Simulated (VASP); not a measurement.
# C (Fd-3m) in VASP: a series of runs

Runs on C. Level: r2SCAN. Tasks: single point.

All numbers are computed with VASP 6.6.1; they aren't measurements. Logs are shortened: lines on timing, memory, paths and dates and some standing lists are left out, and cuts for length are marked.

## 1. The cell of the first run

Symmetry: Fd-3m, No. 227, cubic system. Conventional cell: a = 3.525 Å, b = 3.525 Å, c = 3.525 Å, α = 90.00°, β = 90.00°, γ = 90.00°. C (site symmetry -43m) has 4 C at 1.53 Å within 2.0 Å.

## 2. Single point, r2SCAN (strain -1.0%)

File POSCAR:

```
C
1.0
    0.0000000000      1.7623229011      1.7623229011
    1.7623229011      0.0000000000      1.7623229011
    1.7623229011      1.7623229011      0.0000000000
C
2
Direct
    0.0000000000      0.0000000000      0.0000000000
    0.2500000000      0.2500000000      0.2500000000
```

File INCAR.step1:

```
SYSTEM = C
ALGO     = Normal         ! electronic algorithm
EDIFF    = 1E-4           ! SCF threshold, eV
ENCUT    = 520            ! plane-wave cutoff, eV
GGA      = PE             ! functional
ISMEAR   = 0              ! smearing method
LASPH    = .True.         ! aspherical terms in the spheres
LCHARG   = .False.        ! write CHGCAR
LREAL    = .False.        ! projectors in reciprocal space
LWAVE    = .True.         ! write WAVECAR
NBANDS   = 11             ! bands
NELM     = 60             ! most SCF steps
PREC     = Accurate       ! precision mode
SIGMA    = 0.01           ! smearing width, eV
```

File INCAR.step2:

```
SYSTEM = C
ALGO     = Normal         ! electronic algorithm
EDIFF    = 1E-6           ! SCF threshold, eV
ENCUT    = 520            ! plane-wave cutoff, eV
ISIF     = 2              ! what is computed and relaxed
ISMEAR   = 0              ! smearing method
ISTART   = 1            
LASPH    = .True.         ! aspherical terms in the spheres
LCHARG   = .False.        ! write CHGCAR
LMIXTAU  = .True.       
LREAL    = .False.        ! projectors in reciprocal space
LWAVE    = .False.        ! write WAVECAR
METAGGA  = R2SCAN         ! meta-GGA
NBANDS   = 11             ! bands
NELM     = 60             ! most SCF steps
PREC     = Accurate       ! precision mode
SIGMA    = 0.01           ! smearing width, eV
```

File KPOINTS:

```
k-points
0
Gamma
  12 12 12
  0 0 0
```

Potentials or basis: VASP PAW PBE potentials, release 64 (C).

On the command line:

```
> cat potpaw_PBE.64/C/POTCAR > POTCAR
> cp INCAR.step1 INCAR
> mpirun -np 1 vasp_std > vasp.out
> cp INCAR.step2 INCAR
> mpirun -np 1 vasp_std > vasp.out
```

OUTCAR:

```text
SYSTEM = C
   EDIFF = 1E-6
   ENCUT = 520
   ISIF = 2
   ISMEAR = 0
   ISTART = 1
   LASPH = .True.
   LREAL = .False.
   METAGGA = R2SCAN
   NELM = 60
   PREC = Accurate

 ion  position               nearest neighbor table
   1  0.000  0.000  0.000-   2 1.53   2 1.53   2 1.53   2 1.53
   2  0.250  0.250  0.250-   1 1.53   1 1.53   1 1.53   1 1.53

  LATTYP: Found a face centered cubic cell.
 ALAT       =     3.5246458022

  Lattice vectors:

 A1 = (   0.0000000000,   1.7623229011,   1.7623229011)
 A2 = (   1.7623229011,   0.0000000000,   1.7623229011)
 A3 = (   1.7623229011,   1.7623229011,   0.0000000000)

Analysis of symmetry for initial positions (statically):
=====================================================================
 Subroutine PRICEL returns:
 Original cell was already a primitive cell.

 Routine SETGRP: Setting up the symmetry group for a
 face centered cubic supercell.

 Subroutine GETGRP returns: Found 48 space group operations
 (whereof 24 operations were pure point group operations)
 out of a pool of 48 trial point group operations.

The static configuration has the point symmetry T_d .
 The point group associated with its full space group is O_h .

Analysis of symmetry for dynamics (positions and initial velocities):
=====================================================================
 Subroutine PRICEL returns:
 Original cell was already a primitive cell.

 Routine SETGRP: Setting up the symmetry group for a
 face centered cubic supercell.

 Subroutine GETGRP returns: Found 48 space group operations
 (whereof 24 operations were pure point group operations)
 out of a pool of 48 trial point group operations.

The dynamic configuration has the point symmetry T_d .
 The point group associated with its full space group is O_h .

 Subroutine INISYM returns: Found 48 space group operations
 (whereof 24 operations are pure point group operations),
 and found     1 'primitive' translations

----------------------------------------------------------------------------------------

                                     Primitive cell

  volume of cell :      10.9468

  direct lattice vectors                    reciprocal lattice vectors
     0.000000000  1.762322901  1.762322901    -0.283716452  0.283716452  0.283716452
     1.762322901  0.000000000  1.762322901     0.283716452 -0.283716452  0.283716452
     1.762322901  1.762322901  0.000000000     0.283716452  0.283716452 -0.283716452

  length of vectors
     2.492300948  2.492300948  2.492300948     0.491411309  0.491411309  0.491411309

  position of ions in fractional coordinates (direct lattice)
     0.000000000  0.000000000  0.000000000
     0.250000000  0.250000000  0.250000000

  ion indices of the primitive-cell ions
   primitive index   ion index
                 1           1
                 2           2

----------------------------------------------------------------------------------------

 KPOINTS: k-points

Automatic generation of k-mesh.
 Grid dimensions read from file:
 generate k-points for:   12   12   12

 Generating k-lattice:

  Cartesian coordinates                     Fractional coordinates (reciprocal lattice)
    -0.023643038  0.023643038  0.023643038     0.083333333  0.000000000  0.000000000
     0.023643038 -0.023643038  0.023643038     0.000000000  0.083333333  0.000000000
     0.023643038  0.023643038 -0.023643038     0.000000000  0.000000000  0.083333333

  Length of vectors
     0.040950942  0.040950942  0.040950942

  Shift w.r.t. Gamma in fractional coordinates (k-lattice)
     0.000000000  0.000000000  0.000000000

 Subroutine IBZKPT returns following result:
 ===========================================

 Found     72 irreducible k-points:

 Following reciprocal coordinates:
            Coordinates               Weight
  0.000000  0.000000  0.000000      1.000000
  0.083333  0.000000  0.000000      8.000000
  0.166667  0.000000  0.000000      8.000000
  0.250000  0.000000  0.000000      8.000000
  0.333333  0.000000  0.000000      8.000000
  0.416667  0.000000  0.000000      8.000000
[... 16 lines left out ...]
  0.500000  0.166667  0.000000     24.000000
 -0.416667  0.166667  0.000000     24.000000
 [... further k-points ...]
   k-points           NKPTS =     72   k-points in BZ     NKDIM =     72   number of bands    NBANDS=     11
   number of dos      NEDOS =    301   number of ions     NIONS =      2
   total plane-waves  NPLWV =   8000
   dimension x,y,z NGX =    20 NGY =   20 NGZ =   20
   dimension x,y,z NGXF=    40 NGYF=   40 NGZF=   40
   ions per type =               2
   NGX,Y,Z   is equivalent  to a cutoff of  13.34, 13.34, 13.34 a.u.
   NGXF,Y,Z  is equivalent  to a cutoff of  26.68, 26.68, 26.68 a.u.
 SYSTEM =  C
   PREC   = accura    normal or accurate (medium, high low for compatibility)
   ISTART =      1    job   : 0-new  1-cont  2-samecut
   ICHARG =      0    charge: 1-file 2-atom 10-const
   ISPIN  =      1    spin polarized calculation?
   LNONCOLLINEAR =      F non collinear calculations
   LSORBIT =      F    spin-orbit coupling
   LASPH  =      T    aspherical Exc in radial PAW
   ENCUT  =  520.0 eV  38.22 Ry    6.18 a.u.   4.63  4.63  4.63*2*pi/ulx,y,z
   NELM   =     60;   NELMIN=  2; NELMDL=  0     # of ELM steps
   EDIFF  = 0.1E-05   stopping-criterion for ELM
   LREAL  =      F    real-space projection
   EDIFFG = 0.1E-04   stopping-criterion for IOM
   NSW    =      0    number of steps for IOM
   IBRION =     -1    ionic relax: 0-MD 1-quasi-New 2-CG
   NFREE  =      0    steps in history (QN), initial steepest desc. (CG)
   ISIF   =      2    stress and relaxation
   ISYM   =      2    0-nonsym 1-usesym 2-fastsym
   POTIM  = 0.5000    time-step for ionic-motion
   TEBEG  =    0.0;   TEEND  =   0.0 temperature during run
   PSTRESS=    0.0 pullay stress
   NELECT =       8.0000    total number of electrons
   NUPDOWN=      -1.0000    fix difference up-down
   EMIN   =  10.00;   EMAX   =-10.00  energy-range for DOS
   EFERMI =   0.00;   METHOD = LEGACY
   ISMEAR =     0;   SIGMA  =   0.01  broadening in eV -4-tet -1-fermi 0-gaus
   EFERMI_NEDOS =   21; number of points for ismear=-14 and -15
   IALGO  =     38    algorithm
   IMIX   =      4    mixing-type and parameters
     AMIX     =   0.40;   BMIX     =  1.00
     AMIX_MAG =   1.60;   BMIX_MAG =  1.00
  volume/ion in A,a.u.               =       5.47        36.94
  Fermi-wavevector in a.u.,A,eV,Ry     =   1.474606  2.786601 29.585365  2.174463
  Thomas-Fermi vector in A             =   2.589357
   LORBIT       =      0    0 simple, 1 ext, 2 COOP (PROOUT), +10 PAW based schemes
   METAGGA = R2SCAN    functional components
   LHFCALC =     F    Hartree Fock is set to
   AEXX    =    0.0000 exact exchange contribution
   IVDW    =     0    specifies the selected vdW correction
   LEPSILON=     F    determine dielectric tensor
   LRPA    =     F    only Hartree local field effects (RPA)
 non-spin polarized calculation
 Gauss-broadening in eV      SIGMA  =   0.01
  energy-cutoff  :      520.00
  volume of cell :       10.95
 maximum number of plane-waves:       304
   NGX =  9   NGY =  9   NGZ =  9

 number of electron       7.9999999 magnetization

 Free energy of the ion-electron system (eV)
  ---------------------------------------------------
  ext. energy  EPLUGINS =         0.00000000
  ---------------------------------------------------
  free energy    TOTEN  =       -19.63936075 eV

  energy without entropy =      -19.63936075  energy(sigma->0) =      -19.63936075

 E-fermi :  10.3831     XC(G=0): -14.4545

 val. band max:       10.2372879240   @ k =   0.0000   0.0000   0.0000
 cond. band min:      14.6642646268   @ k =   0.3333   0.3333   0.0000
 fundamental gap:      4.4269767028
 Fermi energy:        10.3830750760

 k-point     1 :       0.0000    0.0000    0.0000
  band No.  band energies     occupation
      1     -12.9572      2.00000
      2      10.2373      2.00000
      3      10.2373      2.00000
      4      10.2373      2.00000
      5      16.1715      0.00000
      6      16.1715      0.00000
      7      16.1715      0.00000
      8      24.9200      0.00000
      9      31.1292      0.00000
     10      38.0247      0.00000
     11      38.0247      0.00000

 k-point     2 :       0.0833    0.0000    0.0000
  band No.  band energies     occupation
      1     -12.7515      2.00000
      2       8.8834      2.00000
      3       9.8785      2.00000
      4       9.8785      2.00000
      5      16.6417      0.00000
      6      16.6417      0.00000
      7      16.9850      0.00000
      8      25.0957      0.00000
      9      31.4772      0.00000
     10      35.9134      0.00000
     11      35.9134      0.00000

 k-point     3 :       0.1667    0.0000    0.0000
  band No.  band energies     occupation
      1     -12.1365      2.00000
      2       6.1237      2.00000
      3       9.1052      2.00000
      4       9.1052      2.00000
      5      17.6557      0.00000
      6      17.6557      0.00000
      7      18.2177      0.00000
      8      25.5952      0.00000
      9      32.1998      0.00000
     10      34.2315      0.00000
     11      34.2315      0.00000
[... 267 lines left out ...]
 k-point    23 :       0.5000    0.1667    0.0000
  band No.  band energies     occupation
      1      -6.8070      2.00000
      2      -2.7751      2.00000
      3       4.7913      2.00000
      4       5.8865      2.00000
      5      17.8231      0.00000
      6      21.7820      0.00000
      7      22.4601      0.00000
      8      25.7346      0.00000
      9      32.0186      0.00000
     10      36.1466      0.00000
     11      38.6128      0.00000

 k-point    24 :      -0.4167    0.1667    0.0000
  band No.  band energies     occupation
      1      -6.3541      2.00000
      2      -3.3213      2.00000
      3       4.2626      2.00000
      4       6.3002      2.00000
      5      18.2994      0.00000
      6      21.2365      0.00000
      7      22.4350      0.00000
      8      27.0742      0.00000
      9      31.2360      0.00000
     10      35.9248      0.00000
     11      36.9615      0.00000

 [... further k-points ...]

------------------------ aborting loop because EDIFF is reached ----------------------------------------

  FORCE on cell =-STRESS in cart. coord.  units (eV):
  Direction    XX          YY          ZZ          XY          YZ          ZX
  --------------------------------------------------------------------------------------
  -------------------------------------------------------------------------------------
  Total        1.0673907      1.0673907      1.0673907     -0.0000000      0.0000000      0.0000000
  in kB      156.2239262    156.2239262    156.2239262     -0.0000000      0.0000000      0.0000000
  external PRESSURE =     156.2239262 kB  Pullay stress =       0.0000000 kB

 VOLUME and BASIS-vectors are now :
 -----------------------------------------------------------------------------
  energy-cutoff  :      520.00
  volume of cell :       10.95
      direct lattice vectors                 reciprocal lattice vectors
     0.000000000  1.762322901  1.762322901    -0.283716452  0.283716452  0.283716452
     1.762322901  0.000000000  1.762322901     0.283716452 -0.283716452  0.283716452
     1.762322901  1.762322901  0.000000000     0.283716452  0.283716452 -0.283716452

 POSITION                                       TOTAL-FORCE (eV/Angst)
 -----------------------------------------------------------------------------------
      0.00000      0.00000      0.00000         0.000000      0.000000      0.000000
      0.88116      0.88116      0.88116        -0.000000     -0.000000     -0.000000
 -----------------------------------------------------------------------------------
    total drift:                                0.000000      0.000000      0.000000

  FREE ENERGIE OF THE ION-ELECTRON SYSTEM (eV)
  ---------------------------------------------------
  free  energy   TOTEN  =       -19.6393607538 eV

  energy  without entropy=      -19.6393607538  energy(sigma->0) =      -19.63936075
```

Wall time 46 s (1 thread of AMD EPYC 7R43 (Zen 3), shared host); peak memory 0.08 GiB.

Results:

- Free energy: -19.6394 eV
- Pressure: 15.6 GPa
- Band gap on the k mesh: 4.43 eV, indirect (least direct gap 5.93 eV)

Caveat: the cell differs from its parent crystal (strain -1.0%); the PAW data sets were made with another functional, which shifts forces and pressure a little. A k mesh can miss the band edges.

## 3. Single point, r2SCAN

This run uses another cell than the first one, of 5.64 Å³/atom, 1.031 times its volume.

File POSCAR:

```
C
1.0
    0.0000000000      1.7801241425      1.7801241425
    1.7801241425      0.0000000000      1.7801241425
    1.7801241425      1.7801241425      0.0000000000
C
2
Direct
    0.0000000000      0.0000000000      0.0000000000
    0.2500000000      0.2500000000      0.2500000000
```

File INCAR.step1:

```
SYSTEM = C
  PREC = Accurate
  ENCUT = 520
  ISMEAR = 0
  SIGMA = 0.01
  LREAL = .FALSE.
  LASPH = .TRUE.
  NELM = 80
  NBANDS = 11
  GGA = PE
  ALGO = Normal
  EDIFF = 1E-4
  LWAVE = .TRUE.
  LCHARG = .FALSE.
```

File INCAR.step2:

```
SYSTEM = C
  PREC = Accurate
  ENCUT = 520
  EDIFF = 1E-6
  ISMEAR = 0
  SIGMA = 0.01
  LREAL = .FALSE.
  LASPH = .TRUE.
  NELM = 80
  ALGO = Normal
  ISIF = 2
  LWAVE = .FALSE.
  LCHARG = .FALSE.
  METAGGA = R2SCAN
  LMIXTAU = .TRUE.
  NBANDS = 11
  ISTART = 1
```

File KPOINTS:

```
Automatic mesh
0
G
  12 12 12
  0 0 0
```

Potentials or basis: VASP PAW PBE potentials, release 64 (C).

On the command line:

```
> cat potpaw_PBE.64/C/POTCAR > POTCAR
> cp INCAR.step1 INCAR
> mpirun -np 1 vasp_std > vasp.out
> cp INCAR.step2 INCAR
> mpirun -np 1 vasp_std > vasp.out
```

Run time: 51 s. Hardware: 1 thread of AMD EPYC 7R43 (Zen 3), shared host; peak memory 0.08 GiB.

Results (log left out):

| Quantity | Value |
| --- | --- |
| Free energy | -19.6572 eV |
| Pressure | 1.1 GPa |
| Band gap on the k mesh | 4.36 eV, indirect (least direct gap 5.85 eV) |

Levels at points of the mesh, in eV from the valence-band top:
| k point | band 1 | band 2 | band 3 | band 4 | band 5 | band 6 | band 7 | band 8 | band 9 |
| --- | --- | --- | --- | --- | --- | --- | --- | --- | --- |
| (0.00, 0.00, 0.00) | -22.77 | 0.00 | 0.00 | 0.00 | 5.85 | 5.85 | 5.85 | 13.95 | 20.47 |
| (0.50, 0.00, 0.00) | -16.79 | -14.11 | -2.99 | -2.99 | 8.90 | 8.90 | 9.20 | 16.75 | 23.30 |
| (0.50, 0.50, 0.00) | -13.63 | -13.63 | -6.69 | -6.69 | 5.01 | 5.01 | 17.96 | 17.96 | 24.73 |

Caveat: the PAW data sets were made with another functional, which shifts forces and pressure a little. A k mesh can miss the band edges.
